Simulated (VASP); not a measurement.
HfO2: single point with PBE

HfO2, a slab with vacuum:

```
O Hf
1.0
     7.20911    0.00000    0.00000
    -3.60456    6.24327    0.00000
     0.00000    0.00000   23.35777
O Hf
24 12
Direct
  0.50000 0.50000 0.34250
  0.50000 0.00000 0.34250
  0.00000 0.50000 0.34250
  0.00000 0.00000 0.34250
  0.66667 0.33333 0.40550
  0.66667 0.83333 0.40550
  0.16667 0.33333 0.40550
  0.16667 0.83333 0.40550
  0.83333 0.66667 0.46850
  0.83333 0.16667 0.46850
  0.33333 0.66667 0.46850
  0.33333 0.16667 0.46850
  0.00000 0.50000 0.53139
  0.00000 0.00000 0.53139
  0.50000 0.50000 0.53139
  0.50000 0.00000 0.53139
  0.16667 0.83333 0.59202
  0.16667 0.33333 0.59202
  0.66667 0.83333 0.59202
  0.66667 0.33333 0.59202
  0.33333 0.66667 0.65730
  0.33333 0.16667 0.65730
  0.83333 0.66667 0.65730
  0.83333 0.16667 0.65730
  0.33333 0.16667 0.37400
  0.33333 0.66667 0.37400
  0.83333 0.16667 0.37400
  0.83333 0.66667 0.37400
  0.66667 0.33333 0.49954
  0.66667 0.83333 0.49954
  0.16667 0.33333 0.49954
  0.16667 0.83333 0.49954
  0.00000 0.50000 0.62345
  0.00000 0.00000 0.62345
  0.50000 0.50000 0.62345
  0.50000 0.00000 0.62345
```

```yaml
Program: VASP 6.6.1
Task: single point
Functional: PBE
Potentials_or_basis: VASP PAW PBE potentials, release 64 (O, Hf_pv)
Cutoff: 520 eV
k_mesh: 3 × 3 × 1
Occupations: gaussian, width 0.05 eV
Spin: no spin polarisation
Dipole_correction: yes
Further_INCAR_settings: LREAL = Auto; ALGO = Normal; EDIFF = 1e-07; NBANDS = 156
```

The largest force is 1.033 eV/Å. The band gap on the k mesh is 4.13 eV.

Forces on the atoms (eV/Å):
```
O    0.000  0.000 -0.489
O    0.000  0.000 -0.489
O    0.000  0.000 -0.489
O    0.000  0.000 -0.489
O    0.000  0.000  0.172
O    0.000  0.000  0.172
O    0.000  0.000  0.172
O    0.000  0.000  0.172
O    0.000  0.000 -0.476
O    0.000  0.000 -0.476
O    0.000  0.000 -0.476
O    0.000  0.000 -0.476
O    0.000  0.000  0.005
O    0.000  0.000  0.005
O    0.000  0.000  0.005
O    0.000  0.000  0.005
O    0.000  0.000  0.003
O    0.000  0.000  0.003
O    0.000  0.000  0.003
O    0.000  0.000  0.003
O    0.000  0.000 -0.104
O    0.000  0.000 -0.104
O    0.000  0.000 -0.104
O    0.000  0.000 -0.104
Hf   0.000  0.000  1.033
Hf   0.000  0.000  1.033
Hf   0.000  0.000  1.033
Hf   0.000  0.000  1.033
Hf   0.000  0.000  0.010
Hf   0.000  0.000  0.010
Hf   0.000  0.000  0.010
Hf   0.000  0.000  0.010
Hf   0.000  0.000 -0.154
Hf   0.000  0.000 -0.154
Hf   0.000  0.000 -0.154
Hf   0.000  0.000 -0.154
```

Levels at points of the mesh, in eV from the valence-band top:
```
           k point  band 129  band 130  band 131  band 132  band 133  band 134  band 135  band 136
(0.00, 0.00, 0.00)     -0.33      0.00      0.00      0.00      4.13      4.13      4.15      4.15
```

Wall time 31 min on 1 thread of Intel(R) Xeon(R) Platinum 8375C CPU @ 2.90GHz (Ice Lake) (shared host), peak memory 1.2 GiB.

Caveat: spin-orbit coupling is left out, which moves the levels of the heavy elements.
